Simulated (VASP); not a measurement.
# In (C2/m) in VASP: further runs

The runs below take In through single point, with PBE.

Everything below comes from runs of VASP 6.6.1. Logs are shortened: lines on timing, memory, paths and dates and some standing lists are left out, and cuts for length are marked.

## 1. The cell of the first run

The structure is monoclinic, space group C2/m (No. 12). Conventional cell: a = 4.608 Å, b = 4.731 Å, c = 3.371 Å, α = 90.00°, β = 131.51°, γ = 90.00°. Within 4.3 Å of In (site symmetry 2/m) lie 12 In at 3.30 to 3.47 Å.

## 2. Single point, PBE

Contents of INCAR:

```
SYSTEM = In
ALGO = Normal
EDIFF = 1E-6
ENCUT = 520
GGA = PE
ISIF = 2
ISMEAR = -1
LASPH = .True.
LCHARG = .True.
LELF = .True.
LREAL = .False.
LVHAR = .True.
LWAVE = .False.
NBANDS = 12
NELM = 100
PREC = Accurate
SIGMA = 0.1
```

Contents of KPOINTS:

```
k-points
0
Gamma
  2 2 2
  0 0 0
```

Contents of POSCAR:

```
In
1.0
   -1.6482197047      1.6973406184      2.5249789927
    1.6973406184     -1.6482197047      2.5249789927
    1.6043570008      1.6043570008     -2.4927016059
In
1
Direct
    0.0000000000      0.0000000000      0.0000000000
```

Potentials or basis: VASP PAW PBE potentials, release 64 (In_d).

Launch:

```console
$ cat potpaw_PBE.64/In_d/POTCAR > POTCAR
$ mpirun -np 1 vasp_std > vasp.out
```

OUTCAR:

```text
SYSTEM = In
   EDIFF = 1E-6
   ENCUT = 520
   GGA = PE
   ISIF = 2
   ISMEAR = -1
   LASPH = .True.
   LREAL = .False.
   NELM = 100
   PREC = Accurate

 ion  position               nearest neighbor table
   1  0.000  0.000  0.000-

  Warning from LATTYP: Got some problem with cell dimensions!
  Tried to take original basis but could not verify dimensions!
  LATTYP: Found a base centered monoclinic cell.
 ALAT       =     4.6077265532
 B/A-ratio  =     1.0268267285
 C/A-ratio  =     0.7315277982
 COS(beta)  =    -0.6627023839

  Lattice vectors:

 A1 = (   0.0438627039,  -3.3016976192,  -0.0322773868)
 A2 = (  -3.3016976192,   0.0438627039,  -0.0322773868)
 A3 = (   1.6043570008,   1.6043570008,  -2.4927016059)

Analysis of symmetry for initial positions (statically):
=====================================================================
 Subroutine PRICEL returns:
 Original cell was already a primitive cell.

 Routine SETGRP: Setting up the symmetry group for a
 base centered monoclinic supercell.

 Subroutine GETGRP returns: Found  4 space group operations
 (whereof  4 operations were pure point group operations)
 out of a pool of  4 trial point group operations.

The static configuration has the point symmetry C_2h.

Analysis of symmetry for dynamics (positions and initial velocities):
=====================================================================
 Subroutine PRICEL returns:
 Original cell was already a primitive cell.

 Routine SETGRP: Setting up the symmetry group for a
 base centered monoclinic supercell.

 Subroutine GETGRP returns: Found  4 space group operations
 (whereof  4 operations were pure point group operations)
 out of a pool of  4 trial point group operations.

The dynamic configuration has the point symmetry C_2h.

 Subroutine INISYM returns: Found  4 space group operations
 (whereof  4 operations are pure point group operations),
 and found     1 'primitive' translations

----------------------------------------------------------------------------------------

                                     Primitive cell

  volume of cell :      27.5152

  direct lattice vectors                    reciprocal lattice vectors
    -1.648219705  1.697340618  2.524978993     0.002091654  0.300995246  0.195073325
     1.697340618 -1.648219705  2.524978993     0.300995246  0.002091654  0.195073325
     1.604357001  1.604357001 -2.492701606     0.307011499  0.307011499 -0.005972598

  length of vectors
     3.460218531  3.460218531  3.370680060     0.358686654  0.358686654  0.434220903

  position of ions in fractional coordinates (direct lattice)
     0.000000000  0.000000000  0.000000000
[... 67 lines left out ...]
   PSTRESS=    0.0 pullay stress
   NELECT =      13.0000    total number of electrons
   NUPDOWN=      -1.0000    fix difference up-down
   EMIN   =  10.00;   EMAX   =-10.00  energy-range for DOS
   EFERMI =   0.00;   METHOD = LEGACY
   ISMEAR =    -1;   SIGMA  =   0.10  broadening in eV -4-tet -1-fermi 0-gaus
   EFERMI_NEDOS =   21; number of points for ismear=-14 and -15
   IALGO  =     38    algorithm
   IMIX   =      4    mixing-type and parameters
     AMIX     =   0.40;   BMIX     =  1.00
     AMIX_MAG =   1.60;   BMIX_MAG =  1.00
  volume/ion in A,a.u.               =      27.52       185.68
  Fermi-wavevector in a.u.,A,eV,Ry     =   1.275064  2.409521 22.120188  1.625788
  Thomas-Fermi vector in A             =   2.407797
   LORBIT       =      0    0 simple, 1 ext, 2 COOP (PROOUT), +10 PAW based schemes
   GGA     = PE    functional components
   LHFCALC =     F    Hartree Fock is set to
   AEXX    =    0.0000 exact exchange contribution
   IVDW    =     0    specifies the selected vdW correction
   LEPSILON=     F    determine dielectric tensor
   LRPA    =     F    only Hartree local field effects (RPA)
 non-spin polarized calculation
  energy-cutoff  :      520.00
  volume of cell :       27.52
 maximum number of plane-waves:       753
 NGX is ok and might be reduce to    28
   NGX = 13   NGY = 13   NGZ = 13

 number of electron      12.9999999 magnetization

 Free energy of the ion-electron system (eV)
  ---------------------------------------------------
  ext. energy  EPLUGINS =         0.00000000
  ---------------------------------------------------
  free energy    TOTEN  =        -2.93112593 eV

  energy without entropy =       -2.88997713  energy(sigma->0) =       -2.91055153

 E-fermi :   4.9732     XC(G=0): -10.0421

 val. band max:        4.9621089976   @ k =   0.5000   0.5000  -0.0000
 cond. band min:       5.0046388843   @ k =   0.5000   0.5000  -0.0000
 fundamental gap:      0.0425298867
 Fermi energy:         4.9731613587

 k-point     1 :       0.0000    0.0000    0.0000
  band No.  band energies     occupation
      1      -7.7996      2.00000
      2      -7.6912      2.00000
      3      -7.6513      2.00000
      4      -7.5955      2.00000
      5      -7.5348      2.00000
      6      -2.2696      2.00000
      7      16.7324      0.00000
      8      16.9791      0.00000
      9      17.4609      0.00000
     10      18.5031      0.00000
     11      20.1972      0.00000
     12      20.5440      0.00000
[... 61 lines left out ...]
 k-point     6 :       0.5000    0.5000    0.5000
  band No.  band energies     occupation
      1      -7.9445      2.00000
      2      -7.7947      2.00000
      3      -7.4508      2.00000
      4      -7.4033      2.00000
      5      -7.3894      2.00000
      6       3.8922      1.99996
      7       4.4347      1.99087
      8      11.5159      0.00000
      9      11.6622      0.00000
     10      14.8919      0.00000
     11      14.9473      0.00000
     12      28.8745      0.00000

------------------------ aborting loop because EDIFF is reached ----------------------------------------

  FORCE on cell =-STRESS in cart. coord.  units (eV):
  Direction    XX          YY          ZZ          XY          YZ          ZX
  --------------------------------------------------------------------------------------
  -------------------------------------------------------------------------------------
  Total       -1.6644453     -1.6644453      1.3715926     -1.3110403     -0.2166687     -0.2166686
  in kB      -96.9188190    -96.9188190     79.8663292    -76.3404356    -12.6163790    -12.6163761
  external PRESSURE =     -37.9904363 kB  Pullay stress =       0.0000000 kB

 VOLUME and BASIS-vectors are now :
 -----------------------------------------------------------------------------
  energy-cutoff  :      520.00
  volume of cell :       27.52
      direct lattice vectors                 reciprocal lattice vectors
    -1.648219705  1.697340618  2.524978993     0.002091654  0.300995246  0.195073325
     1.697340618 -1.648219705  2.524978993     0.300995246  0.002091654  0.195073325
     1.604357001  1.604357001 -2.492701606     0.307011499  0.307011499 -0.005972598

 POSITION                                       TOTAL-FORCE (eV/Angst)
 -----------------------------------------------------------------------------------
      0.00000      0.00000      0.00000         0.000000      0.000000      0.000000
 -----------------------------------------------------------------------------------
    total drift:                               -0.000000     -0.000000     -0.000000

  FREE ENERGIE OF THE ION-ELECTRON SYSTEM (eV)
  ---------------------------------------------------
  free  energy   TOTEN  =        -2.9311259323 eV

  energy  without entropy=       -2.8899771295  energy(sigma->0) =       -2.91055153
```

OSZICAR:

```text
N       E                     dE             d eps       ncg     rms          rms(c)
DAV:   1     0.778222284796E+02    0.77822E+02   -0.63484E+03   144   0.134E+03
DAV:   2     0.645572744512E+00   -0.77177E+02   -0.75256E+02   148   0.296E+02
DAV:   3    -0.290445945483E+01   -0.35500E+01   -0.35421E+01   192   0.627E+01
DAV:   4    -0.295892431944E+01   -0.54465E-01   -0.54445E-01   180   0.750E+00
DAV:   5    -0.296136995849E+01   -0.24456E-02   -0.24455E-02   196   0.143E+00    0.202E+00
DAV:   6    -0.293608453715E+01    0.25285E-01   -0.40749E-02   176   0.388E+00    0.102E+00
DAV:   7    -0.293139969142E+01    0.46848E-02   -0.11629E-02   192   0.196E+00    0.260E-01
DAV:   8    -0.293111314599E+01    0.28655E-03   -0.87618E-04   180   0.513E-01    0.341E-02
DAV:   9    -0.293112495786E+01   -0.11812E-04   -0.21090E-05   200   0.507E-02    0.138E-02
DAV:  10    -0.293112593232E+01   -0.97445E-06   -0.15812E-06   152   0.166E-02
   1 F= -.29311259E+01 E0= -.29105515E+01  d E =-.411488E-01
```

stdout:

```text
POSCAR found type information on POSCAR In
 POSCAR found :  1 types and       1 ions
 scaLAPACK will be used
 LDA part: xc-table for (Slater+PW92), standard interpolation
 POSCAR, INCAR and KPOINTS ok, starting setup
 FFT: planning ... GRIDC
 FFT: planning ... GRID_SOFT
 FFT: planning ... GRID
 WAVECAR not read
 entering main loop
```

It took 6.8 s on 1 thread of Intel Xeon 8259CL, shared host; peak memory 0.15 GiB.

What came out:

```yaml
Free_energy: -2.9311 eV
Pressure: -3.8 GPa
Band_gap_on_the_k_mesh: zero (an odd number of electrons rules out a gap without spin polarisation)
```

Caveat: the k points lie up to 1.15 Å⁻¹ apart, too coarse for converged energies and pressures of a metal; spin-orbit coupling is left out, which moves the levels of the heavy elements.

## 3. Single point, PBE

Contents of INCAR:

```
SYSTEM = In
  ALGO = Normal
  EDIFF = 1E-6
  ENCUT = 520
  GGA = PE
  ISIF = 2
  ISMEAR = -1
  LASPH = .TRUE.
  LCHARG = .FALSE.
  LREAL = .FALSE.
  LWAVE = .FALSE.
  NBANDS = 12
  NELM = 60
  PREC = Accurate
  SIGMA = 0.1
```

Contents of KPOINTS:

```
k-points
0
G
  3 3 4
  0 0 0
```

POSCAR is that of step 2.

Potentials or basis: VASP PAW PBE potentials, release 64 (In_d).

Launch:

```console
$ cat potpaw_PBE.64/In_d/POTCAR > POTCAR
$ mpirun -np 1 vasp_std > vasp.out
```

Wall time 9.9 s (1 thread of Intel Xeon 8259CL, shared host); peak memory 0.15 GiB.

Results (log left out):

| Item | Value |
| --- | --- |
| Free energy | -2.5259 eV |
| Pressure | 0.6 GPa |
| Band gap on the k mesh | zero (an odd number of electrons rules out a gap without spin polarisation) |

Stress tensor (GPa, compression positive):
```
-1.13 -1.89  1.09
-1.89 -1.13  1.09
 1.09  1.09  3.99
```

Levels at points of the mesh, in eV from the Fermi level:
```csv
k point,band 3,band 4,band 5,band 6,band 7,band 8,band 9,band 10
"(0.00, 0.00, 0.00)",-14.48,-14.45,-14.32,-9.16,9.84,10.12,10.54,11.61
"(0.00, 0.00, 0.50)",-14.27,-14.26,-14.15,-1.60,-1.48,3.32,3.67,6.60
```

Caveat: the k points lie up to 0.68 Å⁻¹ apart, too coarse for converged energies and pressures of a metal; spin-orbit coupling is left out, which moves the levels of the heavy elements.

(Part 1 of 2 ends here.)

The gap in the log of VASP goes by the Fermi energy; the results here count the filled bands.